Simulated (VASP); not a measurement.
Input of a VASP 6.6.1 run:

Contents of INCAR:

```
ALGO = Normal ; EDIFF = 1E-6
ENCUT = 520 ; GGA = PS
ISIF = 2 ; ISMEAR = -1
LASPH = True ; LCHARG = False
LREAL = False ; LWAVE = False
NBANDS = 7 ; NELM = 80
PREC = Accurate ; SIGMA = 0.05
```

The input KPOINTS:

```
k-points
0
Gamma
  16 16 16
```

File POSCAR:

```
Mg
1.0
   -1.5060300000      1.4765000000      1.4765000000
    1.4765000000     -1.5060300000      1.4765000000
    1.4765000000      1.4765000000     -1.5060300000
Mg
1
Direct
    0.0000000000      0.0000000000      0.0000000000
```

Potentials or basis: VASP PAW PBE potentials, release 64 (Mg).

Launch:

```bash
$ cat potpaw_PBE.64/Mg/POTCAR > POTCAR
$ mpirun -np 1 vasp_std > vasp.out
```

Task: Predict the pressure.

Result: 61.6 GPa.

Task: Predict the band gap on the k mesh.

Result: Zero (bands 1 and 2 overlap by 4.99 eV).

Stress tensor (GPa, compression positive):
```
61.55  2.59  2.59
 2.59 61.55  2.59
 2.59  2.59 61.55
```

Caveat: the cell differs from its parent crystal (equal xy, yz and zx shear strains of -2 %); the cell stands under pressure; the PAW data sets were made with another functional, which shifts forces and pressure a little.
